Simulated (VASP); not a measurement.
Write the native input for VASP 6.6.1 that does the following.

| Property | Result |
| --- | --- |
| Task | relaxation of cell and atoms |
| Functional | PBE |
| Potentials or basis | VASP PAW PBE potentials, release 64 (Nb_sv, Sn_d, Te) |
| Cutoff | 600 eV |
| k mesh | 4 × 4 × 4 |
| Occupations | gaussian, width 0.1 eV |
| Spin | no spin polarisation |
| Dipole correction | no |
| Further INCAR settings | ALGO = Normal; EDIFF = 1e-06; IBRION = 2; EDIFFG = -0.04; NSW = 90; ISIF = 3 |

The structure of NbSnTe4 lies in POSCAR:

```
NbSnTe4
1.0
    0.0000000000      4.6080711500      4.6080711500
    4.6080711500      0.0000000000      4.6080711500
    4.6080711500      4.6080711500      0.0000000000
Nb Sn Te
1 1 4
Direct
    0.5000000000      0.5000000000      0.5000000000
    0.2500000000      0.2500000000      0.2500000000
    0.8747362000      0.3757914000      0.8747362000
    0.8747362000      0.8747362000      0.3757914000
    0.8747362000      0.8747362000      0.8747362000
    0.3757914000      0.8747362000      0.8747362000
```

One way to write it, as run:

INCAR

```
  ALGO = Normal
  EDIFF = 1E-6
  EDIFFG = -0.04
  ENCUT = 600
  GGA = PE
  IBRION = 2
  ISIF = 3
  ISMEAR = 0
  LASPH = T
  LCHARG = F
  LREAL = F
  LWAVE = F
  NELM = 100
  NSW = 90
  PREC = Accurate
  SIGMA = 0.1
```

KPOINTS

```
k-points
0
Gamma
  4 4 4
```

Potentials or basis: VASP PAW PBE potentials, release 64 (Nb_sv, Sn_d, Te).

Command:

```console
$ cat potpaw_PBE.64/Nb_sv/POTCAR potpaw_PBE.64/Sn_d/POTCAR potpaw_PBE.64/Te/POTCAR > POTCAR
$ mpirun -np 1 vasp_std > vasp.out
```

It gave:

```
Relaxed volume                         : 28.44 Å³/atom
Relaxed cell                           : a = 6.226 Å, b = 6.226 Å, c = 6.226 Å, α = 60.00°, β = 60.00°, γ = 60.00°
Space group after relaxing (to 0.05 Å) : F-43m (No. 216)
Energy gained by relaxing              : 79.5 meV/atom
Ionic steps                            : 5
Pressure after relaxing                : -0.1 GPa
Largest force after relaxing           : 0.015 eV/Å
```

Wall time 3.6 min on 1 thread of Intel(R) Xeon(R) 6975P-C (Granite Rapids), on a shared host, peak memory 0.47 GiB.
